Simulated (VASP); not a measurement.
Ba, 1 atom in the cell. It takes space group Cmmm (No. 65, orthorhombic). The conventional cell has a = 4.027 Å, b = 7.300 Å, c = 5.700 Å, α = 90.00°, β = 90.00°, γ = 90.00°. Within 5.3 Å of Ba (site symmetry mmm) lie 6 Ba at 4.03 to 4.17 Å.  This cell differs from its parent crystal: strain +0.0300 x Voigt [1, 0, 0, 0, 0, 0].

* Program: VASP 6.6.1
* Task: single point
* Functional: PBE
* Dispersion: D3(BJ)
* Potentials or basis: VASP PAW PBE potentials, release 64 (Ba_sv)
* Cutoff: 520 eV
* k mesh: 14 × 14 × 8
* Occupations: gaussian, width 0.15 eV
* Spin: no spin polarisation
* Dipole correction: no
* Further INCAR settings: ALGO = Normal; EDIFF = 1e-06; NBANDS = 11

Potentials or basis: VASP PAW PBE potentials, release 64 (Ba_sv).

Run with:

```sh
$ cat potpaw_PBE.64/Ba_sv/POTCAR > POTCAR
$ mpirun -np 1 vasp_std > vasp.out
```

Hardware: 1 thread of AMD EPYC 7R43 64-Core Processor (Zen 3) (shared host).

**Question.** Estimate the wall time of this run.

**Answer.** It took 3.3 min on 1 thread of AMD EPYC 7R43 64-Core Processor (Zen 3), with other jobs on the host, peak memory 0.37 GiB. Counts: scf iterations 11, k points 285.
